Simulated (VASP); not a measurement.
C, 2 atoms in the cell. It takes space group P6/mmm (No. 191, hexagonal). Conventional cell: a = 2.465 Å, b = 2.465 Å, c = 3.514 Å, α = 90.00°, β = 90.00°, γ = 120.00°. Within 1.9 Å of C (site symmetry -6m2) lie 3 C at 1.42 Å.  This cell differs from its parent crystal: strain along c alone, the other axes held: -1.5 %.

```yaml
Program: VASP 6.6.1
Task: single point
Functional: PBE
Dispersion: D3(BJ)
Potentials_or_basis: VASP PAW PBE potentials, release 64 (C)
Cutoff: 520 eV
k_mesh: 24 × 24 × 14
Occupations: gaussian, width 0.1 eV
Spin: no spin polarisation
Dipole_correction: no
Further_INCAR_settings: ALGO = Normal; EDIFF = 1e-06; NBANDS = 11
```

Potentials or basis: VASP PAW PBE potentials, release 64 (C).

Launch:

```bash
$ cat potpaw_PBE.64/C/POTCAR > POTCAR
$ mpirun -np 1 vasp_std > vasp.out
```

Hardware: 1 thread of Intel Xeon 8259CL, on a shared host.

**Question.** How long does it take, and how much memory?

**Answer.** It took 86 s on 1 thread of Intel Xeon 8259CL (shared host), peak memory 0.2 GiB. Counts: scf iterations 12, k points 488.
